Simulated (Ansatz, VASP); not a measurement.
## One calculation of CdS, two programs

The input INCAR:

```
SYSTEM = CdS
PREC = Accurate ; ENCUT = 520
EDIFF = 1E-6 ; ISMEAR = 0
SIGMA = 0.05 ; LREAL = .FALSE.
LASPH = .TRUE. ; NELM = 100
ALGO = Normal ; ISIF = 2
LWAVE = .FALSE. ; LCHARG = .FALSE.
GGA = PE ; NBANDS = 46
```

Contents of KPOINTS:

```
Automatic mesh
0
G
  7 7 2
  0 0 0
```

POSCAR

```
CdS
1.0
   -2.0985806452     -3.6348483013      0.0000000000
    2.0985806452     -3.6348483013      0.0000000000
    0.3497634409     -1.2116161004     13.6554617430
Cd S
4 4
Direct
    0.5911809788      0.4402096031      0.9058282541
    0.6328476455      0.5652096031      0.4058282541
    0.3203476455      0.2943762698      0.1558282541
    0.2786809788      0.1693762698      0.6558282541
    0.6588190212      0.6431237302      0.0941717459
    0.6171523545      0.5181237302      0.5941717459
    0.3046523545      0.2472903969      0.3441717459
    0.2629856878      0.1222903969      0.8441717459
```

Input for Ansatz:

```yaml
crystal:
  lattice:
    - [-2.0985806452, -3.6348483013, 0.0]
    - [2.0985806452, -3.6348483013, 0.0]
    - [0.3497634409, -1.2116161004, 13.655461743]
  atoms:
    - { symbol: Cd, position: [0.5911809788, 0.4402096031, 0.9058282541] }
    - { symbol: Cd, position: [0.6328476455, 0.5652096031, 0.4058282541] }
    - { symbol: Cd, position: [0.3203476455, 0.2943762698, 0.1558282541] }
    - { symbol: Cd, position: [0.2786809788, 0.1693762698, 0.6558282541] }
    - { symbol: S, position: [0.6588190212, 0.6431237302, 0.0941717459] }
    - { symbol: S, position: [0.6171523545, 0.5181237302, 0.5941717459] }
    - { symbol: S, position: [0.3046523545, 0.2472903969, 0.3441717459] }
    - { symbol: S, position: [0.2629856878, 0.1222903969, 0.8441717459] }
basis:
  ecutwfc: 420
kpoints:
  mp_grid: { grid: [7, 7, 2] }
hamiltonian:
  xc: pbe
scf:
  occupations: { method: gaussian, width: 0.05 }
output:
  forces: true
  stress: true
  eigenvalues: true
```

Alike in both runs: task single point; functional PBE; k mesh 7 × 7 × 2; occupations gaussian, width 0.05 eV; no spin polarisation.

|  | VASP | Ansatz |
| --- | --- | --- |
| version | VASP 6.6.1 | Ansatz 0.2.0 |
| potentials or method | VASP PAW PBE potentials, release 64 (Cd, S), cutoff 520 eV | scalar-relativistic, plane waves, PAW |
| valence electrons in the cell | 72 | 104 |

|  | VASP | Ansatz | Ansatz less VASP |
| --- | --- | --- | --- |
| gap on the k mesh at the Fermi level (eV) | 0.87 | 0.87 | 0.000 |
| least direct gap on the mesh (eV) | 0.87 | 0.87 | 0.000 |
| pressure (GPa) | -0.2 | -0.5 | -0.28 |
| traceless stress, the component that is largest in VASP (GPa) | 0.96 | 0.96 | +0.004 |
| rms of the force components (eV/Å) | 0.168 | 0.165 | -0.0033 |

Atom by atom the forces differ by 0.005 eV/Å (rms over components). VASP's potentials hold 72 valence electrons a cell and Ansatz's 104, so a difference there can come from the potentials and not from the codes.
